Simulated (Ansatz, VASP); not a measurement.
Two plane-wave programs on Co

```
Co
1.0
     0.00000    3.29076    3.29076
     3.29076    0.00000    3.29076
     3.29076    3.29076    0.00000
Co
6
Direct
  0.25000 0.25000 0.25000
  0.00000 0.00000 0.00000
  0.62500 0.62500 0.12500
  0.62500 0.12500 0.62500
  0.12500 0.62500 0.62500
  0.62500 0.62500 0.62500
```

Alike in both runs: task single point; functional r2SCAN; k mesh 6 × 6 × 6; occupations fermi-dirac, width 0.1 eV; collinear spin.

|  | VASP | Ansatz |
| --- | --- | --- |
| version | VASP 6.6.1 | Ansatz 0.2.0 |
| potentials or method | VASP PAW PBE potentials, release 64 (Co), cutoff 520 eV | plane waves, PAW |
| valence electrons in the cell | 54 | 102 |

```csv
,VASP,Ansatz,Ansatz less VASP
pressure (GPa),-9.3,-9.1,+0.21
net moment per atom (μB),1.90,1.91,+0.018
size of the moment on the site where the two differ most (μB),1.94,2.04,+0.094
```

VASP's potentials were made for PBE, not for r2SCAN. Site moments also hang on the region over which each program counts them. VASP's potentials hold 54 valence electrons a cell and Ansatz's 102, so a difference there can come from the potentials and not from the codes. Ansatz's warnings: stability check not made.
